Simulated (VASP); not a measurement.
BTe:

```
B Te
1.0
     3.46261    0.00000    0.00000
    -1.73131    2.99871    0.00000
     0.00000    0.00000    3.33555
B Te
1 1
Direct
  0.33333 0.66667 0.50000
  0.00000 0.00000 0.00000
```

```yaml
Program: VASP 6.6.1
Task: relaxation of cell and atoms
Functional: PBE
Potentials_or_basis: VASP PAW PBE potentials, release 64 (B, Te)
Cutoff: 600 eV
k_mesh: 18 × 18 × 16
Occupations: gaussian, width 0.1 eV
Spin: no spin polarisation
```

At the start: pressure -1.8 GPa; volume 17.32 Å³/atom.

Question: How do energy, volume and symmetry change on relaxing?

Answer: Over 4 steps the energy falls by 3.7 meV/atom and the volume is 16.95 Å³/atom (-2.1 %); space group P-6m2 (No. 187, to 0.05 Å).

The path:
```csv
step,energy change (eV),largest force (eV/Å),pressure (GPa),volume (Å³)
1,0.0000,0.0000,-1.85,34.63
2,-0.0047,0.0000,0.86,33.64
3,-0.0073,0.0000,-0.19,34.00
4,-0.0074,0.0000,0.01,33.90
```

Final structure:
```
B Te
1.0
     3.45070    0.00000    0.00000
    -1.72535    2.98839    0.00000
     0.00000    0.00000    3.28750
B Te
1 1
Cartesian
  0.0000 1.9923 1.6438
  0.0000 0.0000 0.0000
```
